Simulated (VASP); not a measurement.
# Nb2Br (R-3m) in VASP: notebook, part 2 of 2

VASP 6.6.1.

## Step 4: Relaxation of cell and atoms, PBE

This run uses another cell than the first one, of 21.16 Å³/atom, 1.045 times its volume.

The input, INCAR:

```
SYSTEM = Nb2Br
ALGO = Normal
EDIFF = 1E-6
EDIFFG = -0.04
ENCUT = 600
GGA = PE
IBRION = 2
ISIF = 3
ISMEAR = 0
LASPH = .TRUE.
LCHARG = .FALSE.
LREAL = .FALSE.
LWAVE = .FALSE.
NELM = 60
NSW = 90
PREC = Accurate
SIGMA = 0.1
```

The input, KPOINTS:

```
k-points
0
G
  6 6 6
  0 0 0
```

The input, POSCAR:

```
Nb2Br
1.0
    1.8240391981      1.0531095220      5.5090649910
   -1.8240391981      1.0531095220      5.5090649910
    0.0000000000     -2.1062190441      5.5090649910
Nb Br
2 1
Direct
    0.7500000000      0.7500000000      0.7500000000
    0.2500000000      0.2500000000      0.2500000000
    0.0000000000      0.0000000000      0.0000000000
```

Potentials or basis: VASP PAW PBE potentials, release 64 (Nb_sv, Br).

Run with:

```
cat potpaw_PBE.64/Nb_sv/POTCAR potpaw_PBE.64/Br/POTCAR > POTCAR
mpirun -np 1 vasp_std > vasp.out
```

OUTCAR:

```text
SYSTEM = Nb2Br
   EDIFF = 1E-6
   EDIFFG = -0.04
   ENCUT = 600
   GGA = PE
   IBRION = 2
   ISIF = 3
   ISMEAR = 0
   LASPH = .TRUE.
   LREAL = .FALSE.
   NELM = 60
   NSW = 90
   PREC = Accurate

 ion  position               nearest neighbor table
   1  0.750  0.750  0.750-   3 2.52   3 2.52   3 2.52
   2  0.250  0.250  0.250-   3 2.52   3 2.52   3 2.52
   3  0.000  0.000  0.000-   1 2.52   1 2.52   2 2.52   2 2.52   1 2.52   2 2.52

  LATTYP: Found a trigonal (rhomboedric) cell.
 ALAT       =     5.8979619986
 COS(alpha) =     0.8087090652

  Lattice vectors:

 A1 = (   1.8240391981,   1.0531095220,   5.5090649910)
 A2 = (  -1.8240391981,   1.0531095220,   5.5090649910)
 A3 = (   0.0000000000,  -2.1062190441,   5.5090649910)

Analysis of symmetry for initial positions (statically):
=====================================================================
 Subroutine PRICEL returns:
 Original cell was already a primitive cell.

 Routine SETGRP: Setting up the symmetry group for a
 trigonal (rhombohedral) supercell.

 Subroutine GETGRP returns: Found 12 space group operations
 (whereof 12 operations were pure point group operations)
 out of a pool of 12 trial point group operations.

The static configuration has the point symmetry D_3d.

Analysis of symmetry for dynamics (positions and initial velocities):
=====================================================================
 Subroutine PRICEL returns:
 Original cell was already a primitive cell.

[... 262 lines left out ...]
  ---------------------------------------------------
  free  energy   TOTEN  =       -18.9539393587 eV

  energy  without entropy=      -18.9404014049  energy(sigma->0) =      -18.94717038

 E-fermi :  10.2702     XC(G=0): -11.6389

 val. band max:       10.2527173807   @ k =   0.5000   0.5000   0.3333
 cond. band min:      10.2960870012   @ k =  -0.1667   0.5000   0.1667
 fundamental gap:      0.0433696205
 Fermi energy:        10.2702375608

 k-point     1 :       0.0000    0.0000    0.0000
  band No.  band energies     occupation
      1     -44.6955      2.00000
      2     -44.4668      2.00000
      3     -21.0863      2.00000
      4     -20.8705      2.00000
      5     -20.8705      2.00000
      6     -20.4872      2.00000
[... 541 lines left out ...]
     19      11.9129      0.00000
     20      12.4089      0.00000

 [... further k-points ...]

[... ionic steps 4 to 15 ...]

--------------------------------------- Ionic step       16  -------------------------------------------

 number of electron      33.0000001 magnetization

------------------------ aborting loop because EDIFF is reached ----------------------------------------
[... 69 lines left out ...]
--------------------------------------- Ionic step       18  -------------------------------------------

 number of electron      32.9999999 magnetization

 Free energy of the ion-electron system (eV)
  ---------------------------------------------------
  ext. energy  EPLUGINS =         0.00000000
  ---------------------------------------------------
  free energy    TOTEN  =       -21.67909867 eV

  energy without entropy =      -21.66313044  energy(sigma->0) =      -21.67111455

 E-fermi :   8.9305     XC(G=0): -11.3662

 val. band max:        8.9288524984   @ k =   0.5000   0.5000   0.3333
 cond. band min:       8.9521915442   @ k =   0.3333   0.3333  -0.0000
 fundamental gap:      0.0233390457
 Fermi energy:         8.9304616962

 k-point     1 :       0.0000    0.0000    0.0000
  band No.  band energies     occupation
      1     -45.7982      2.00000
      2     -45.5009      2.00000
      3     -22.2976      2.00000
      4     -21.7025      2.00000
      5     -21.7025      2.00000
      6     -21.3444      2.00000
[... 573 lines left out ...]
  FREE ENERGIE OF THE ION-ELECTRON SYSTEM (eV)
  ---------------------------------------------------
  free  energy   TOTEN  =       -21.6790986657 eV

  energy  without entropy=      -21.6631304365  energy(sigma->0) =      -21.67111455

 reached required accuracy - stopping structural energy minimisation
```

OSZICAR:

```text
N       E                     dE             d eps       ncg     rms          rms(c)
DAV:   1     0.402245027067E+03    0.40225E+03   -0.19159E+04  1288   0.180E+03
DAV:   2     0.210434561964E+02   -0.38120E+03   -0.36884E+03  1408   0.655E+02
DAV:   3    -0.163360558315E+02   -0.37380E+02   -0.36062E+02  2292   0.147E+02
DAV:   4    -0.192219782394E+02   -0.28859E+01   -0.27919E+01  1840   0.320E+01
[... 198 lines left out ...]
DAV:   4    -0.216791326466E+02    0.38288E-03   -0.40524E-03  2180   0.528E-01    0.779E-02
DAV:   5    -0.216791051736E+02    0.27473E-04   -0.88528E-04  1824   0.292E-01    0.253E-02
DAV:   6    -0.216790961637E+02    0.90099E-05   -0.82067E-05  1728   0.974E-02    0.105E-02
DAV:   7    -0.216790984259E+02   -0.22622E-05   -0.18238E-05  1940   0.277E-02    0.558E-03
DAV:   8    -0.216790986657E+02   -0.23978E-06   -0.10005E-06  1068   0.973E-03
  18 F= -.21679099E+02 E0= -.21671115E+02  d E =-.305044E-01
```

It took 23 min on 1 thread of Intel Xeon Platinum 8488C (Sapphire Rapids), shared host; peak memory 0.37 GiB.

Results:

| Item | Value |
| --- | --- |
| Free energy | -21.6791 eV |
| Relaxed volume | 20.20 Å³/atom |
| Relaxed cell | a = 6.697 Å, b = 6.697 Å, c = 6.697 Å, α = 28.54°, β = 28.54°, γ = 28.54° |
| Space group after relaxing (to 0.05 Å) | R-3m (No. 166) |
| Energy gained by relaxing | 997.0 meV/atom |
| Ionic steps | 18 |
| Pressure after relaxing | 0.2 GPa |
| Largest force after relaxing | 0.011 eV/Å |

Forces on the atoms (eV/Å):
```
Nb   0.000  0.000  0.011
Nb   0.000  0.000 -0.011
Br   0.000  0.000  0.000
```

Step by step:
| step | energy change (eV) | largest force (eV/Å) | pressure (GPa) | volume (Å³) |
| --- | --- | --- | --- | --- |
| 1 | 0.0000 | 1.5762 | -3.72 | 63.49 |
| 2 | -0.3258 | 1.9035 | 2.46 | 59.05 |
| 3 | -0.2659 | 1.5792 | 20.23 | 52.68 |
| 4 | -0.3919 | 2.0164 | 8.37 | 56.41 |
| 5 | -0.5698 | 1.9196 | 7.20 | 56.59 |
| 6 | -0.8283 | 1.0051 | 7.05 | 57.10 |
| 7 | -0.8650 | 0.7332 | 7.43 | 57.28 |
| 8 | -1.1830 | 0.5773 | 2.29 | 60.11 |
| 9 | -1.5705 | 1.2231 | -4.73 | 68.47 |
| 10 | -1.9251 | 1.5358 | -5.51 | 69.26 |
| 11 | -2.4323 | 2.6611 | -4.84 | 70.43 |
| 12 | -2.7700 | 1.2318 | -4.92 | 67.48 |
| 13 | -2.8758 | 0.1102 | -4.76 | 65.17 |
| 14 | -2.8792 | 0.0746 | -4.68 | 64.72 |
| 15 | -2.9597 | 0.4899 | 0.70 | 61.11 |
| 16 | -2.9606 | 0.5510 | 1.33 | 60.74 |
| 17 | -2.9855 | 0.2289 | 0.64 | 60.66 |
| 18 | -2.9911 | 0.0110 | 0.19 | 60.60 |

Final structure:
```
Nb Br
1.0
     1.65060    0.95297    6.42044
    -1.65060    0.95297    6.42044
     0.00000   -1.90595    6.42044
Nb Br
2 1
Direct
  0.78413 0.78413 0.78413
  0.21587 0.21587 0.21587
  0.00000 0.00000 0.00000
```

Caveat: an odd number of electrons without spin polarisation forces a metal; a magnetic or distorted state may lie lower.

## Step 5: The runs side by side

```tsv
task	cell	cutoff (eV)	gap on the mesh (eV)	pressure (GPa)	largest force (eV/Å)
single point	a = 6.699 Å, angles 28.6°, 3 atoms	520	none	-0.1	-
single point	a = 5.898 Å, angles 36.0°, 3 atoms	520	none	-3.7	1.58
relaxation of cell and atoms	relaxed from a = 5.898 Å, angles 36.0°, 3 atoms	600	none	0.2	0.01
```

Alike in all rows: level PBE; potentials or basis VASP PAW PBE potentials, release 64 (Nb_sv, Br); no spin polarisation; k mesh 6 × 6 × 6; smearing gaussian 0.1 eV.

Caveats: some runs use coarse meshes; an odd number of electrons without spin polarisation forces a metal; a magnetic or distorted state may lie lower.

Total energies depend on the potentials used, so only differences within one code and one set of settings carry meaning.
